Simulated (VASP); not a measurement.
Wanted: the native input for a VASP 6.6.1 run.

| Quantity | Value |
| --- | --- |
| Task | single point |
| Functional | RPBE |
| Potentials or basis | VASP PAW PBE potentials, release 64 (Be) |
| Cutoff | 520 eV |
| k mesh | 11 × 11 × 16 |
| Occupations | fermi-dirac, width 0.1 eV |
| Spin | no spin polarisation |
| Dipole correction | no |
| Further INCAR settings | ALGO = Normal; EDIFF = 1e-07; NBANDS = 10 |

The structure of Be lies in POSCAR:

```
Be
1.0
    3.6928271558      0.0000000000      0.0000000000
   -1.8464135779      3.1980821287      0.0000000000
    0.0000000000      0.0000000000      2.2740965596
Be
3
Direct
    0.0000000000      0.0000000000      0.0000000000
    0.3333333333      0.6666666667      0.5000000000
    0.6666666667      0.3333333333      0.5000000000
```

This cell differs from its parent crystal: volume scaled by 1.08.

One way to write it, as run:

INCAR

```
SYSTEM = Be
ALGO     = Normal         ! electronic algorithm
EDIFF    = 1E-7           ! SCF threshold, eV
ENCUT    = 520            ! plane-wave cutoff, eV
GGA      = RP             ! functional
ISIF     = 2              ! what is computed and relaxed
ISMEAR   = -1             ! smearing method
LASPH    = .True.         ! aspherical terms in the spheres
LCHARG   = .False.        ! write CHGCAR
LREAL    = .False.        ! projectors in reciprocal space
LWAVE    = .False.        ! write WAVECAR
NBANDS   = 10             ! bands
NELM     = 100            ! most SCF steps
PREC     = Accurate       ! precision mode
SIGMA    = 0.1            ! smearing width, eV
```

KPOINTS

```
k-points
0
Gamma
  11 11 16
  0 0 0
```

Potentials or basis: VASP PAW PBE potentials, release 64 (Be).

Command:

```bash
$ cat potpaw_PBE.64/Be/POTCAR > POTCAR
$ mpirun -np 1 vasp_std > vasp.out
```

It gave:

```json
{
 "Pressure": "-7.4 GPa",
 "Band gap on the k mesh": "zero (band 3 reaches 10.22 eV, above the bottom of band 4 at 5.86 eV)"
}
```

Caveat: the PAW data sets were made with another functional, which shifts forces and pressure a little.

It took 16 s on 1 thread of Intel(R) Xeon(R) 6975P-C (Granite Rapids), with other jobs on the host, peak memory 0.15 GiB.
